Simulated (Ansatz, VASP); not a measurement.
## One calculation of RbCl, two programs

```
Rb Cl
1.0
     0.00000    2.65807    2.65807
     2.65807    0.00000    2.65807
     2.65807    2.65807    0.00000
Rb Cl
1 1
Direct
  0.00000 0.00000 0.00000
  0.50000 0.50000 0.50000
```

Change from the starting cell: volume scaled by 0.5, crystal datasets.

Alike in both runs: task single point; functional PBE; k mesh 13 × 13 × 13; occupations fermi-dirac, width 0.1 eV; no spin polarisation.

|  | VASP | Ansatz |
| --- | --- | --- |
| version | VASP 6.6.1 | Ansatz 0.2.0 |
| potentials or method | VASP PAW PBE potentials, release 64 (Rb_sv, Cl), cutoff 500 eV | all-electron PAW with datasets made for the crystal, scalar-relativistic |

|  | VASP | Ansatz | Ansatz less VASP |
| --- | --- | --- | --- |
| gap on the k mesh at the Fermi level (eV) | 3.70 | 3.70 | -0.005 |
| pressure (GPa) | 55.7 | 55.2 | -0.56 |

Both programs put the cell under a high pressure, so it lies far from rest at this level. Ansatz ran all-electron here, and VASP with PAW potentials.
